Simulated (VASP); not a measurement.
Here is a VASP 6.6.1 calculation.

The input INCAR:

```
SYSTEM = HfSbAu4
ALGO = Fast ; EDIFF = 1E-6
EDIFFG = -0.01 ; ENCUT = 600
GGA = PE ; IBRION = 2
ISIF = 3 ; ISMEAR = 0
LASPH = .TRUE. ; LCHARG = .FALSE.
LREAL = .FALSE. ; LWAVE = .FALSE.
NELM = 60 ; NSW = 100
PREC = Accurate ; SIGMA = 0.1
```

File KPOINTS:

```
k-points
0
G
  8 8 8
  0 0 0
```

Contents of POSCAR:

```
HfSbAu4
1.0
    0.0000000000      3.9304477613      3.9304477613
    3.9304477613      0.0000000000      3.9304477613
    3.9304477613      3.9304477613      0.0000000000
Hf Sb Au
1 1 4
Direct
    0.5000000000      0.5000000000      0.5000000000
    0.2500000000      0.2500000000      0.2500000000
    0.8745549222      0.3763352333      0.8745549222
    0.8745549222      0.8745549222      0.8745549222
    0.3763352333      0.8745549222      0.8745549222
    0.8745549222      0.8745549222      0.3763352333
```

Potentials or basis: VASP PAW PBE potentials, release 64 (Hf_pv, Sb, Au).

The run is started by

```sh
$ cat potpaw_PBE.64/Hf_pv/POTCAR potpaw_PBE.64/Sb/POTCAR potpaw_PBE.64/Au/POTCAR > POTCAR
$ mpirun -np 1 vasp_std > vasp.out
```

Task: Estimate the band gap on the k mesh.

Result: Zero (an odd number of electrons rules out a gap without spin polarisation).

Task: Predict the space group after relaxing (to 0.1 Å).

Result: F-43m (No. 216).

Step by step:
| step | energy change (eV) | largest force (eV/Å) | pressure (GPa) | volume (Å³) |
| --- | --- | --- | --- | --- |
| 1 | 0.0000 | 0.0329 | -0.30 | 121.44 |
| 2 | 0.0001 | 0.0185 | 0.35 | 120.77 |
| 3 | -0.0004 | 0.0089 | 0.03 | 121.11 |

Caveat: spin-orbit coupling is left out, which moves the levels of the heavy elements.
